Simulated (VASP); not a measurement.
Wanted: the native input for a VASP 6.6.1 run.

```yaml
Task: single point
Functional: PBE
Potentials_or_basis: VASP PAW PBE potentials, release 64 (Zr_sv, N)
Cutoff: 600 eV
k_mesh: 10 × 10 × 7
Occupations: fermi-dirac, width 0.05 eV
Spin: no spin polarisation
Dipole_correction: no
Further_INCAR_settings: ALGO = Normal; EDIFF = 1e-06; NBANDS = 25
```

The structure of ZrN (rocksalt type) lies in POSCAR:

```
ZrN
1.0
    2.2973547577      2.2973547577      0.0000000000
   -2.2973547577      2.2973547577      0.0000000000
    0.0000000000      0.0000000000      4.5947095154
Zr N
2 2
Direct
    0.0000000000      0.0000000000      0.0000000000
    0.5000000000      0.5000000000      0.5000000000
    0.5000000000      0.5000000000      0.0000000000
    0.0000000000      0.0000000000      0.5000000000
```

The input as run:

INCAR

```
SYSTEM = ZrN
PREC     = Accurate       ! precision mode
ENCUT    = 600            ! plane-wave cutoff, eV
EDIFF    = 1E-6           ! SCF threshold, eV
ISMEAR   = -1             ! smearing method
SIGMA    = 0.05           ! smearing width, eV
LREAL    = .False.        ! projectors in reciprocal space
LASPH    = .True.         ! aspherical terms in the spheres
NELM     = 120            ! most SCF steps
ALGO     = Normal         ! electronic algorithm
ISIF     = 2              ! what is computed and relaxed
LWAVE    = .False.        ! write WAVECAR
LCHARG   = .False.        ! write CHGCAR
GGA      = PE             ! functional
NBANDS   = 25             ! bands
GGA_COMPAT= .False.
```

KPOINTS

```
Automatic mesh
0
Gamma
  10 10 7
  0 0 0
```

Potentials or basis: VASP PAW PBE potentials, release 64 (Zr_sv, N).

Run with:

```console
$ cat potpaw_PBE.64/Zr_sv/POTCAR potpaw_PBE.64/N/POTCAR > POTCAR
$ mpirun -np 1 vasp_std > vasp.out
```

It gave:

The pressure is 0.1 GPa and the band gap on the k mesh is zero (bands 17 and 18 overlap by 5.98 eV).

Run time: 88 s on 1 thread of Intel(R) Xeon(R) Platinum 8259CL CPU @ 2.50GHz (Skylake/Cascade Lake), with other jobs on the host, peak memory 0.24 GiB.
